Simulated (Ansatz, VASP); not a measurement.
**Two plane-wave programs on Al**

```xyz
1
Lattice="0.0000 1.9931 1.9931 1.9931 0.0000 1.9931 1.9931 1.9931 0.0000" Properties=species:S:1:pos:R:3 pbc="T T T"
Al    0.0000    0.0000    0.0000
```

Alike in both runs: functional LDA; k mesh 30 × 30 × 30; occupations gaussian, width 0.5 eV; no spin polarisation.

Ansatz relaxed the structure, and its values are those at the end. VASP's run is a single point on that final structure, the one shown.

```csv
,VASP,Ansatz
version,VASP 6.6.1,Ansatz 0.2.0
potentials or method,"VASP PAW LDA potentials, release 64 (Al)","scalar-relativistic, plane waves, PAW"
plane-wave cutoff (eV),520,420
valence electrons in the cell,3,3
```

VASP gave:

| Quantity | Value |
| --- | --- |
| pressure (GPa) | 0.1 |

**Question.** What did Ansatz give for the same quantities?

**Answer.** Pressure (GPa): 0.0.

LDA's correlation is that of Perdew and Zunger in VASP and of Perdew and Wang (1992) in Ansatz.
